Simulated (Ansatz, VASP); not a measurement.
## One calculation of Pb, two programs

Contents of INCAR:

```
  PREC = Accurate
  ENCUT = 520
  EDIFF = 1E-6
  ISMEAR = -1
  SIGMA = 0.08
  LREAL = F
  LASPH = T
  NELM = 60
  ALGO = Normal
  ISIF = 2
  LWAVE = F
  LCHARG = F
  LDIPOL = T
  IDIPOL = 3
  DIPOL = 0.5 0.5 0.500
  GGA = PE
  NBANDS = 43
```

KPOINTS

```
regular mesh
0
Gamma
  12 12 1
```

POSCAR

```
Pb
1.0
    3.5630884189      0.0000000000      0.0000000000
   -1.7815442094      3.0857250867      0.0000000000
    0.0000000000      0.0000000000     33.2860000000
Pb
5
Direct
    0.8333333333      0.1666666667      0.3304687648
    0.1666666667      0.8333333333      0.4123189085
    0.5000000000      0.5000000000      0.5000000020
    0.8333333333      0.1666666667      0.5876810938
    0.1666666667      0.8333333333      0.6695312352
```

Input for Ansatz:

```yaml
crystal:
  lattice:
    - [3.5630884189, 0.0, 0.0]
    - [-1.7815442094, 3.0857250867, 0.0]
    - [0.0, 0.0, 33.286]
  atoms:
    - { symbol: Pb, position: [0.8333333333, 0.1666666667, 0.3304687648] }
    - { symbol: Pb, position: [0.1666666667, 0.8333333333, 0.4123189085] }
    - { symbol: Pb, position: [0.5, 0.5, 0.500000002] }
    - { symbol: Pb, position: [0.8333333333, 0.1666666667, 0.5876810938] }
    - { symbol: Pb, position: [0.1666666667, 0.8333333333, 0.6695312352] }
kpoints:
  mp_grid: { grid: [12, 12, 1] }
scf:
  occupations: { method: fermi_dirac, width: 0.08 }
hamiltonian:
  xc: pbe
  pseudopotentials: { kind: paw }
output:
  forces: true
  stress: true
  eigenvalues: true
efield:
  axis: 3
  amplitude: 0
  dipole_correction: true
```

Alike in both runs: task single point; functional PBE; k mesh 12 × 12 × 1; occupations fermi-dirac, width 0.08 eV; no spin polarisation.

|  | VASP | Ansatz |
| --- | --- | --- |
| version | VASP 6.6.1 | Ansatz 0.2.0 |
| potentials or method | VASP PAW PBE potentials, release 64 (Pb_d) | PAW with Ansatz's default frozen-core files, scalar-relativistic |
| plane-wave cutoff (eV) | 520 | 420 |
| valence electrons in the cell | 70 | 70 |

```csv
,VASP,Ansatz,Ansatz less VASP
rms of the force components (eV/Å),0.003,0.003,+0.0005
```

Atom by atom the forces differ by 0.001 eV/Å (rms over components).

Spin-orbit coupling is off throughout.
